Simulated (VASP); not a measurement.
Input of a VASP 6.6.1 run:

INCAR

```
SYSTEM = Ti6C
ALGO = Normal
EDIFF = 1E-6
ENCUT = 910
GGA = PE
GGA_COMPAT = .FALSE.
ISIF = 2
ISMEAR = 0
LASPH = .TRUE.
LCHARG = .FALSE.
LREAL = .FALSE.
LWAVE = .FALSE.
NBANDS = 47
NELM = 120
PREC = Accurate
SIGMA = 0.1
```

File KPOINTS:

```
k-points
0
G
  6 6 6
  0 0 0
```

POSCAR

```
Ti6C
1.0
    6.2261678745      0.0000000000      0.0000000000
    0.0000000000      6.2261678745      0.0000000000
    0.0000000000      0.0000000000      6.2261678745
Ti C
6 1
Direct
    0.6543651589      0.0000000000      0.0000000000
    0.3456348411      0.0000000000      0.0000000000
    0.0000000000      0.6543651589      0.0000000000
    0.0000000000      0.3456348411      0.0000000000
    0.0000000000      0.0000000000      0.6543651589
    0.0000000000      0.0000000000      0.3456348411
    0.0000000000      0.0000000000      0.0000000000
```

Potentials or basis: VASP PAW PBE potentials, release 64 (Ti_sv, C_h).

Command:

```sh
$ cat potpaw_PBE.64/Ti_sv/POTCAR potpaw_PBE.64/C_h/POTCAR > POTCAR
$ mpirun -np 1 vasp_std > vasp.out
```

**Question.** Estimate the band gap on the k mesh.

**Answer.** Zero (bands 38 and 39 overlap by 0.26 eV).

**Question.** Predict the pressure.

**Answer.** 0.8 GPa.

Forces in eV/Å, atoms in the order of the input:
```
Ti   0.775  0.000  0.000
Ti  -0.775  0.000  0.000
Ti   0.000  0.775  0.000
Ti   0.000 -0.775  0.000
Ti   0.000  0.000  0.775
Ti   0.000  0.000 -0.775
C    0.000  0.000  0.000
```

Caveat: the cutoff is under 1.25 times the usual one of these potentials, so pressure, stress and relaxed cells hold a basis-set (Pulay) error; atoms lie so close that the PAW spheres overlap strongly, which falsifies energies and pressures.
